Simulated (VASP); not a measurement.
## HfC: single point with PBE

Crystal: HfC.

```
Hf C
1.0
     3.85144    0.00000    0.00000
    -1.92572    3.33545    0.00000
     0.00000    0.00000    4.64309
Hf C
2 2
Direct
  0.66667 0.33333 0.06659
  0.33333 0.66667 0.56659
  0.66667 0.33333 0.56292
  0.33333 0.66667 0.05861
```

This cell differs from its parent crystal: atom 3 (C) moved 0.02 Å along z.

| Item | Value |
| --- | --- |
| Program | VASP 6.6.1 |
| Task | single point |
| Functional | PBE |
| Potentials or basis | VASP PAW PBE potentials, release 64 (Hf_pv, C) |
| Cutoff | 520 eV |
| k mesh | 12 × 12 × 6 |
| Occupations | gaussian, width 0.05 eV |
| Spin | no spin polarisation |

| Quantity | Value |
| --- | --- |
| Pressure | -0.5 GPa |
| Largest force | 0.134 eV/Å |
| Band gap on the k mesh | zero (band 14 reaches 5.67 eV, above the bottom of band 15 at 4.30 eV) |

Forces in eV/Å, atoms in the order of the input:
```
Hf   0.000  0.000  0.000
Hf   0.000  0.000  0.021
C    0.000  0.000 -0.134
C    0.000  0.000  0.113
```

Stress tensor (GPa, compression positive):
```
-0.45  0.00  0.00
 0.00 -0.45  0.00
 0.00  0.00 -0.70
```

Levels at points of the mesh, in eV from the Fermi level:
```tsv
k point	band 11	band 12	band 13	band 14	band 15	band 16	band 17	band 18
(0.00, 0.00, 0.00)	-2.48	-2.48	-1.84	1.31	1.40	1.40	2.51	4.90
(0.50, 0.00, 0.00)	-1.80	-1.56	-1.24	-0.19	0.37	1.86	3.18	3.97
(0.00, 0.00, 0.50)	-3.00	-3.00	-2.98	-2.98	4.26	4.26	4.48	4.48
(0.50, 0.00, 0.50)	-2.24	-2.23	-1.53	-1.48	2.45	2.47	3.76	3.79
```

Wall time 5.2 min on 1 thread of AMD EPYC 7571, with other jobs on the host, peak memory 0.22 GiB.

Caveat: the cell differs from its parent crystal (atom 3 (C) moved 0.02 Å along z); spin-orbit coupling is left out, which moves the levels of the heavy elements.
